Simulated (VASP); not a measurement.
NaCu12: single point with PBE

System: NaCu12, a slab with vacuum.

```
Cu Na
1.0
     5.13195    0.00000    0.00000
     0.00000    5.13195    0.00000
     0.00000    0.00000   19.02793
Cu Na
12 1
Direct
  0.25000 0.25000 0.21022
  0.25000 0.75000 0.21022
  0.75000 0.25000 0.21022
  0.75000 0.75000 0.21022
  0.00000 0.00000 0.30292
  0.00000 0.50000 0.30292
  0.50000 0.00000 0.30292
  0.50000 0.50000 0.30292
  0.25000 0.25000 0.39563
  0.25000 0.75000 0.39563
  0.75000 0.25000 0.39563
  0.75000 0.75000 0.39563
  0.33333 0.50000 0.52141
```

| Property | Result |
| --- | --- |
| Program | VASP 6.6.1 |
| Task | single point |
| Functional | PBE |
| Potentials or basis | VASP PAW PBE potentials, release 64 (Cu, Na_pv) |
| Cutoff | 520 eV |
| k mesh | 5 × 5 × 1 |
| Occupations | gaussian, width 0.1 eV |
| Spin | no spin polarisation |

```yaml
Largest_force: 0.293 eV/Å
Band_gap_on_the_k_mesh: zero (an odd number of electrons rules out a gap without spin polarisation)
```

Forces on the atoms (eV/Å):
```
Cu   0.003  0.006 -0.026
Cu   0.003 -0.006 -0.026
Cu  -0.004  0.008 -0.039
Cu  -0.004 -0.008 -0.039
Cu  -0.009  0.000 -0.080
Cu  -0.007  0.000 -0.103
Cu   0.007  0.000 -0.092
Cu   0.007  0.000 -0.110
Cu  -0.038 -0.131 -0.043
Cu  -0.038  0.131 -0.043
Cu  -0.015  0.039  0.290
Cu  -0.015 -0.039  0.290
Na   0.109  0.000  0.024
```

Levels at points of the mesh, in eV from the Fermi level:
| k point | band 67 | band 68 | band 69 | band 70 | band 71 | band 72 | band 73 | band 74 |
| --- | --- | --- | --- | --- | --- | --- | --- | --- |
| (0.00, 0.00, 0.00) | -0.23 | -0.23 | -0.20 | -0.17 | -0.06 | -0.06 | 0.17 | 1.25 |

It took 9.5 min on 1 thread of AMD EPYC 9R45 96-Core Processor (Zen 5) (shared host), peak memory 0.62 GiB.
